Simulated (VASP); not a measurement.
Set up this calculation in VASP 6.6.1, as the native input.

| Item | Value |
| --- | --- |
| Task | single point |
| Functional | r2SCAN |
| Potentials or basis | VASP PAW PBE potentials, release 64 (Ti_sv, B) |
| Cutoff | 520 eV |
| k mesh | 20 × 20 × 20 |
| Occupations | gaussian, width 0.15 eV |
| Spin | no spin polarisation |
| Dipole correction | no |
| Further INCAR settings | ALGO = Normal; EDIFF = 1e-06; NBANDS = 14 |

Crystal: TiB.

```
Ti B
1.0
     0.00000    1.99595    1.99595
     1.99595    0.00000    1.99595
     1.99595    1.99595    0.00000
Ti B
1 1
Direct
  0.75000 0.75000 0.75000
  0.00000 0.00000 0.00000
```

This cell differs from its parent crystal: strain -0.050 along x and y, -0.050 along z.

The input as run:

POSCAR

```
TiB
1.0
    0.0000000000      1.9959500000      1.9959500000
    1.9959500000      0.0000000000      1.9959500000
    1.9959500000      1.9959500000      0.0000000000
Ti B
1 1
Direct
    0.7500000000      0.7500000000      0.7500000000
    0.0000000000      0.0000000000      0.0000000000
```

INCAR.step1

```
ALGO = Normal
EDIFF = 1E-4
ENCUT = 520
GGA = PE
ISMEAR = 0
LASPH = T
LCHARG = F
LREAL = F
LWAVE = T
NBANDS = 14
NELM = 80
PREC = Accurate
SIGMA = 0.15
```

INCAR.step2

```
ALGO = Normal
EDIFF = 1E-6
ENCUT = 520
ISIF = 2
ISMEAR = 0
ISTART = 1
LASPH = T
LCHARG = F
LMIXTAU = T
LREAL = F
LWAVE = F
METAGGA = R2SCAN
NBANDS = 14
NELM = 80
PREC = Accurate
SIGMA = 0.15
```

KPOINTS

```
k-points
0
Gamma
  20 20 20
```

Potentials or basis: VASP PAW PBE potentials, release 64 (Ti_sv, B).

Run with:

```sh
$ cat potpaw_PBE.64/Ti_sv/POTCAR potpaw_PBE.64/B/POTCAR > POTCAR
$ cp INCAR.step1 INCAR
$ mpirun -np 1 vasp_std > vasp.out
$ cp INCAR.step2 INCAR
$ mpirun -np 1 vasp_std > vasp.out
```

It gave:

The pressure is 205.0 GPa. The band gap on the k mesh is zero (an odd number of electrons rules out a gap without spin polarisation).

Caveat: the cell differs from its parent crystal (strain -0.050 along x and y, -0.050 along z); the cell stands under pressure; the PAW data sets were made with another functional, which shifts forces and pressure a little.

Wall time 3.6 min on 1 thread of Intel Xeon 8259CL, on a shared host, peak memory 0.19 GiB.
